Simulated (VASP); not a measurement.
# CuSeOF (P4/nmm) in VASP: single point with r2SCAN

Aim: the single point of CuSeOF with r2SCAN.

Everything below comes from runs of VASP 6.6.1. Logs are shortened: lines on timing, memory, paths and dates and some standing lists are left out, and cuts for length are marked.

### 1 The cell of the first run

The structure is tetragonal, space group P4/nmm (No. 129). Conventional cell: a = 3.525 Å, b = 3.525 Å, c = 7.713 Å, α = 90.00°, β = 90.00°, γ = 90.00°. Within 2.9 Å of F (site symmetry -4m2) lie 4 Se at 2.17 Å and 4 F at 2.49 Å. Within 2.9 Å of O (site symmetry 4mm) lie 4 Cu at 2.20 Å and 4 Se at 2.80 Å. Within 2.9 Å of Cu (site symmetry -4m2) lie 4 O at 2.20 Å and 4 Cu at 2.49 Å. Within 2.9 Å of Se (site symmetry 4mm) lie 4 F at 2.17 Å and 4 O at 2.80 Å.

### 2 Single point, r2SCAN, collinear spin, zero start

POSCAR

```
CuSeOF
1.0
    3.5246251600      0.0000000000      0.0000000000
    0.0000000000      3.5246251600      0.0000000000
    0.0000000000      0.0000000000      7.7132959900
F O Cu Se
2 2 2 2
Direct
    0.2500000000      0.7500000000      0.5000000000
    0.7500000000      0.2500000000      0.5000000000
    0.2500000000      0.2500000000      0.1708000000
    0.7500000000      0.7500000000      0.8292000000
    0.2500000000      0.7500000000      0.0000000000
    0.7500000000      0.2500000000      0.0000000000
    0.2500000000      0.2500000000      0.6646000000
    0.7500000000      0.7500000000      0.3354000000
```

INCAR.step1

```
SYSTEM = CuSeOF
PREC = Accurate ; ENCUT = 660
ISMEAR = -1 ; SIGMA = 0.1
LREAL = .False. ; LASPH = .True.
NELM = 200 ; ISPIN = 2
MAGMOM = 0 0 0 0 0 0 0 0 ; LMAXMIX = 4
NBANDS = 44 ; GGA = PE
ALGO = Normal ; EDIFF = 1E-5
LWAVE = .True. ; LCHARG = .False.
GGA_COMPAT = .False.
```

INCAR.step2

```
SYSTEM = CuSeOF
PREC = Accurate ; ENCUT = 660
EDIFF = 1E-6 ; ISMEAR = -1
SIGMA = 0.1 ; LREAL = .False.
LASPH = .True. ; NELM = 200
ALGO = Normal ; ISIF = 2
LWAVE = .False. ; LCHARG = .False.
ISPIN = 2 ; MAGMOM = 0 0 0 0 0 0 0 0
LORBIT = 11 ; LMAXMIX = 4
METAGGA = R2SCAN ; LMIXTAU = .True.
NBANDS = 44 ; ISTART = 1
GGA_COMPAT = .False.
```

KPOINTS

```
Automatic mesh
0
Gamma
  7 7 3
  0 0 0
```

Potentials or basis: VASP PAW PBE potentials, release 64 (F, O, Cu, Se).

Command:

```
$ cat potpaw_PBE.64/F/POTCAR potpaw_PBE.64/O/POTCAR potpaw_PBE.64/Cu/POTCAR potpaw_PBE.64/Se/POTCAR > POTCAR
$ cp INCAR.step1 INCAR
$ mpirun -np 1 vasp_std > vasp.out
$ cp INCAR.step2 INCAR
$ mpirun -np 1 vasp_std > vasp.out
```

OUTCAR:

```text
SYSTEM = CuSeOF
   PREC = Accurate
   ENCUT = 660
   EDIFF = 1E-6
   ISMEAR = -1
   LREAL = .False.
   LASPH = .True.
   NELM = 200
   ISIF = 2
   ISPIN = 2
   LORBIT = 11
   METAGGA = R2SCAN
   ISTART = 1

 ion  position               nearest neighbor table
   1  0.250  0.750  0.500-   7 2.17   8 2.17   7 2.17   8 2.17
   2  0.750  0.250  0.500-   7 2.17   8 2.17   8 2.17   7 2.17
   3  0.250  0.250  0.171-   5 2.20   6 2.20   5 2.20   6 2.20
   4  0.750  0.750  0.829-   5 2.20   6 2.20   6 2.20   5 2.20
   5  0.250  0.750  0.000-   3 2.20   4 2.20   3 2.20   4 2.20   6 2.49   6 2.49   6 2.49   6 2.49

   6  0.750  0.250  0.000-   3 2.20   4 2.20   4 2.20   3 2.20   5 2.49   5 2.49   5 2.49   5 2.49

   7  0.250  0.250  0.665-   1 2.17   2 2.17   1 2.17   2 2.17
   8  0.750  0.750  0.335-   1 2.17   2 2.17   2 2.17   1 2.17

  LATTYP: Found a simple tetragonal cell.
 ALAT       =     3.5246251600
 C/A-ratio  =     2.1884017845

  Lattice vectors:

 A1 = (   3.5246251600,   0.0000000000,   0.0000000000)
 A2 = (   0.0000000000,   3.5246251600,   0.0000000000)
 A3 = (   0.0000000000,   0.0000000000,   7.7132959900)

Analysis of symmetry for initial positions (statically):
=====================================================================
 Subroutine PRICEL returns:
 Original cell was already a primitive cell.

 Routine SETGRP: Setting up the symmetry group for a
 simple tetragonal supercell.

 Subroutine GETGRP returns: Found 16 space group operations
 (whereof  4 operations were pure point group operations)
 out of a pool of 16 trial point group operations.

The static configuration has the point symmetry C_2h.
 The point group associated with its full space group is D_4h.

Analysis of symmetry for dynamics (positions and initial velocities):
=====================================================================
 Subroutine PRICEL returns:
 Original cell was already a primitive cell.

 Routine SETGRP: Setting up the symmetry group for a
 simple tetragonal supercell.

 Subroutine GETGRP returns: Found 16 space group operations
 (whereof  4 operations were pure point group operations)
 out of a pool of 16 trial point group operations.

The dynamic configuration has the point symmetry C_2h.
 The point group associated with its full space group is D_4h.

Analysis of structural, dynamic, and magnetic symmetry:
=====================================================================
 Subroutine PRICEL returns:
 Original cell was already a primitive cell.

 Routine SETGRP: Setting up the symmetry group for a
 simple tetragonal supercell.

 Subroutine GETGRP returns: Found 16 space group operations
 (whereof  4 operations were pure point group operations)
 out of a pool of 16 trial point group operations.

The overall configuration has the point symmetry C_2h.
 The point group associated with its full space group is D_4h.

 Subroutine INISYM returns: Found 16 space group operations
 (whereof  4 operations are pure point group operations),
 and found     1 'primitive' translations

----------------------------------------------------------------------------------------

                                     Primitive cell

  volume of cell :      95.8221

  direct lattice vectors                    reciprocal lattice vectors
     3.524625160  0.000000000  0.000000000     0.283718113  0.000000000  0.000000000
     0.000000000  3.524625160  0.000000000     0.000000000  0.283718113  0.000000000
     0.000000000  0.000000000  7.713295990     0.000000000  0.000000000  0.129646263

  length of vectors
     3.524625160  3.524625160  7.713295990     0.283718113  0.283718113  0.129646263

  position of ions in fractional coordinates (direct lattice)
     0.250000000  0.750000000  0.500000000
     0.750000000  0.250000000  0.500000000
     0.250000000  0.250000000  0.170800000
     0.750000000  0.750000000  0.829200000
     0.250000000  0.750000000  0.000000000
     0.750000000  0.250000000  0.000000000
     0.250000000  0.250000000  0.664600000
     0.750000000  0.750000000  0.335400000

  ion indices of the primitive-cell ions
   primitive index   ion index
                 1           1
                 2           2
                 3           3
                 4           4
                 5           5
                 6           6
                 7           7
                 8           8

----------------------------------------------------------------------------------------

 KPOINTS: Automatic mesh

Automatic generation of k-mesh.
 Grid dimensions read from file:
 generate k-points for:    7    7    3

 Generating k-lattice:

  Cartesian coordinates                     Fractional coordinates (reciprocal lattice)
     0.040531159  0.000000000  0.000000000     0.142857143  0.000000000  0.000000000
     0.000000000  0.040531159  0.000000000     0.000000000  0.142857143  0.000000000
     0.000000000  0.000000000  0.043215421     0.000000000  0.000000000  0.333333333

  Length of vectors
     0.040531159  0.040531159  0.043215421

  Shift w.r.t. Gamma in fractional coordinates (k-lattice)
     0.000000000  0.000000000  0.000000000

 Subroutine IBZKPT returns following result:
 ===========================================

 Found     20 irreducible k-points:

 Following reciprocal coordinates:
            Coordinates               Weight
  0.000000  0.000000  0.000000      1.000000
  0.142857  0.000000  0.000000      4.000000
  0.285714  0.000000  0.000000      4.000000
  0.428571  0.000000  0.000000      4.000000
  0.142857  0.142857  0.000000      4.000000
  0.285714  0.142857  0.000000      8.000000
[... 12 lines left out ...]
  0.428571  0.285714  0.333333     16.000000
  0.428571  0.428571  0.333333      8.000000
   k-points           NKPTS =     20   k-points in BZ     NKDIM =     20   number of bands    NBANDS=     44
   number of dos      NEDOS =    301   number of ions     NIONS =      8
   total plane-waves  NPLWV =  63000
   dimension x,y,z NGX =    30 NGY =   30 NGZ =   70
   dimension x,y,z NGXF=    60 NGYF=   60 NGZF=  140
   ions per type =               2   2   2   2
   NGX,Y,Z   is equivalent  to a cutoff of  14.15, 14.15, 15.09 a.u.
   NGXF,Y,Z  is equivalent  to a cutoff of  28.30, 28.30, 30.17 a.u.
 SYSTEM =  CuSeOF
   PREC   = accura    normal or accurate (medium, high low for compatibility)
   ISTART =      1    job   : 0-new  1-cont  2-samecut
   ICHARG =      0    charge: 1-file 2-atom 10-const
   ISPIN  =      2    spin polarized calculation?
   LNONCOLLINEAR =      F non collinear calculations
   LSORBIT =      F    spin-orbit coupling
   LASPH  =      T    aspherical Exc in radial PAW
   ENCUT  =  660.0 eV  48.51 Ry    6.96 a.u.   7.38  7.38 16.16*2*pi/ulx,y,z
   NELM   =    200;   NELMIN=  2; NELMDL=  0     # of ELM steps
   EDIFF  = 0.1E-05   stopping-criterion for ELM
   LREAL  =      F    real-space projection
   EDIFFG = 0.1E-04   stopping-criterion for IOM
   NSW    =      0    number of steps for IOM
   IBRION =     -1    ionic relax: 0-MD 1-quasi-New 2-CG
   NFREE  =      0    steps in history (QN), initial steepest desc. (CG)
   ISIF   =      2    stress and relaxation
   ISYM   =      2    0-nonsym 1-usesym 2-fastsym
   POTIM  = 0.5000    time-step for ionic-motion
   TEBEG  =    0.0;   TEEND  =   0.0 temperature during run
   PSTRESS=    0.0 pullay stress
   NELECT =      60.0000    total number of electrons
   NUPDOWN=      -1.0000    fix difference up-down
   EMIN   =  10.00;   EMAX   =-10.00  energy-range for DOS
   EFERMI =   0.00;   METHOD = LEGACY
   ISMEAR =    -1;   SIGMA  =   0.10  broadening in eV -4-tet -1-fermi 0-gaus
   EFERMI_NEDOS =   21; number of points for ismear=-14 and -15
   IALGO  =     38    algorithm
   IMIX   =      4    mixing-type and parameters
     AMIX     =   0.40;   BMIX     =  1.00
     AMIX_MAG =   1.60;   BMIX_MAG =  1.00
  volume/ion in A,a.u.               =      11.98        80.83
  Fermi-wavevector in a.u.,A,eV,Ry     =   1.400565  2.646684 26.688950  1.961583
  Thomas-Fermi vector in A             =   2.523513
   LORBIT       =     11    0 simple, 1 ext, 2 COOP (PROOUT), +10 PAW based schemes
   METAGGA = R2SCAN    functional components
   LHFCALC =     F    Hartree Fock is set to
   AEXX    =    0.0000 exact exchange contribution
   IVDW    =     0    specifies the selected vdW correction
   LEPSILON=     F    determine dielectric tensor
   LRPA    =     F    only Hartree local field effects (RPA)
 spin polarized calculation
  energy-cutoff  :      660.00
  volume of cell :       95.82
 maximum number of plane-waves:      3740
 NGX is ok and might be reduce to    30
   NGX = 15   NGY = 15   NGZ = 33

 number of electron      60.0000030 magnetization       0.0000012

 number of electron      60.0000030 magnetization      -0.0000012

 Free energy of the ion-electron system (eV)
  ---------------------------------------------------
  ext. energy  EPLUGINS =         0.00000000
  ---------------------------------------------------
  free energy    TOTEN  =       -66.18021253 eV

  energy without entropy =      -66.02843415  energy(sigma->0) =      -66.10432334

 E-fermi :   5.2088     XC(G=0): -11.9396

 val. band max:        5.1407925407   @ k =   0.4286   0.2857   0.0000
 cond. band min:       5.2403314757   @ k =   0.4286   0.2857   0.0000
 fundamental gap:      0.0995389349
 Fermi energy:         5.2088450692

 spin component 1

 k-point     1 :       0.0000    0.0000    0.0000
  band No.  band energies     occupation
      1     -22.7470      1.00000
      2     -21.2070      1.00000
      3     -13.9449      1.00000
      4     -13.7325      1.00000
      5      -9.7237      1.00000
      6      -7.9436      1.00000
[... 34 lines left out ...]
     41      15.8656      0.00000
     42      16.1630      0.00000
[... 813 lines left out ...]
      1     -21.8776      1.00000
      2     -21.7975      1.00000
      3     -13.4811      1.00000
      4     -13.4671      1.00000
      5      -9.7298      1.00000
      6      -9.6273      1.00000
[... 34 lines left out ...]
     41      15.7751      0.00000
     42      15.9393      0.00000
 Fermi energy:         5.2088450692

 spin component 2

 k-point     1 :       0.0000    0.0000    0.0000
  band No.  band energies     occupation
      1     -22.7470      1.00000
      2     -21.2070      1.00000
      3     -13.9449      1.00000
      4     -13.7325      1.00000
      5      -9.7237      1.00000
      6      -7.9436      1.00000
[... 34 lines left out ...]
     41      15.8656      0.00000
     42      16.1630      0.00000
[... 813 lines left out ...]
      1     -21.8776      1.00000
      2     -21.7975      1.00000
      3     -13.4811      1.00000
      4     -13.4671      1.00000
      5      -9.7298      1.00000
      6      -9.6273      1.00000
[... 34 lines left out ...]
     41      15.7751      0.00000
     42      15.9393      0.00000
 [bands above 42 left out]

------------------------ aborting loop because EDIFF is reached ----------------------------------------

  FORCE on cell =-STRESS in cart. coord.  units (eV):
  Direction    XX          YY          ZZ          XY          YZ          ZX
  --------------------------------------------------------------------------------------
  -------------------------------------------------------------------------------------
  Total        6.7263159      6.7263159      2.5843531      0.0000000      0.0000000      0.0000000
  in kB      112.4661864    112.4661864     43.2112232      0.0000000      0.0000000      0.0000000
  external PRESSURE =      89.3811987 kB  Pullay stress =       0.0000000 kB

 VOLUME and BASIS-vectors are now :
 -----------------------------------------------------------------------------
  energy-cutoff  :      660.00
  volume of cell :       95.82
      direct lattice vectors                 reciprocal lattice vectors
     3.524625160  0.000000000  0.000000000     0.283718113  0.000000000  0.000000000
     0.000000000  3.524625160  0.000000000     0.000000000  0.283718113  0.000000000
     0.000000000  0.000000000  7.713295990     0.000000000  0.000000000  0.129646263

 POSITION                                       TOTAL-FORCE (eV/Angst)
 -----------------------------------------------------------------------------------
      0.88116      2.64347      3.85665        -0.000000     -0.000000      0.000000
      2.64347      0.88116      3.85665         0.000000     -0.000000      0.000000
      0.88116      0.88116      1.31743         0.000000     -0.000000     -0.545415
      2.64347      2.64347      6.39587        -0.000000     -0.000000      0.545415
      0.88116      2.64347      0.00000        -0.000000     -0.000000      0.000000
      2.64347      0.88116      0.00000        -0.000000      0.000000      0.000000
      0.88116      0.88116      5.12626        -0.000000     -0.000000      5.047556
      2.64347      2.64347      2.58704         0.000000     -0.000000     -5.047556
 -----------------------------------------------------------------------------------
    total drift:                                0.000000      0.000000     -0.000000

  FREE ENERGIE OF THE ION-ELECTRON SYSTEM (eV)
  ---------------------------------------------------
  free  energy   TOTEN  =       -66.1802125319 eV

  energy  without entropy=      -66.0284341477  energy(sigma->0) =      -66.10432334

 total charge

# of ion       s       p       d       tot
------------------------------------------
    1        1.787   4.294   0.000   6.080
    2        1.787   4.294   0.000   6.080
    3        1.604   3.230   0.000   4.835
    4        1.604   3.230   0.000   4.835
    5        0.322   0.300   9.256   9.878
    6        0.322   0.300   9.256   9.878
    7        1.610   1.834   0.077   3.520
    8        1.610   1.834   0.077   3.520
--------------------------------------------------
tot         10.645  19.316  18.667  48.627

 magnetization (x)

# of ion       s       p       d       tot
------------------------------------------
    1        0.000  -0.000   0.000  -0.000
    2        0.000  -0.000   0.000  -0.000
    3       -0.000  -0.000   0.000  -0.000
    4       -0.000  -0.000   0.000  -0.000
    5        0.000   0.000  -0.000  -0.000
    6        0.000   0.000  -0.000  -0.000
    7        0.000  -0.000   0.000  -0.000
    8        0.000  -0.000   0.000  -0.000
--------------------------------------------------
tot         -0.000  -0.000  -0.000  -0.000
```

It took 30 min on 1 thread of Intel Xeon 8259CL, shared host; peak memory 0.43 GiB.

What came out:

| Quantity | Value |
| --- | --- |
| Free energy | -66.1802 eV |
| Pressure | 8.9 GPa |
| Largest force | 5.048 eV/Å |
| Band gap on the k mesh | zero (filled and empty bands overlap) |
| Net moment | 0.00 μB per cell |
| Valence electrons inside the program's atomic spheres | F 6.08; O 4.83; Cu 9.88; Se 3.52 |

Forces on the atoms (eV/Å):
```
F    0.000  0.000  0.000
F    0.000  0.000  0.000
O    0.000  0.000 -0.545
O    0.000  0.000  0.545
Cu   0.000  0.000  0.000
Cu   0.000  0.000  0.000
Se   0.000  0.000  5.048
Se   0.000  0.000 -5.048
```

Caveat: the cell stands under pressure; the PAW data sets were made with another functional, which shifts forces and pressure a little; semilocal functionals often make such compounds metallic where correlation or magnetic order opens a gap, which also shifts bond lengths. With open d or f shells a metallic result of r2SCAN can be an artefact of self-interaction; +U or a hybrid may open a gap.
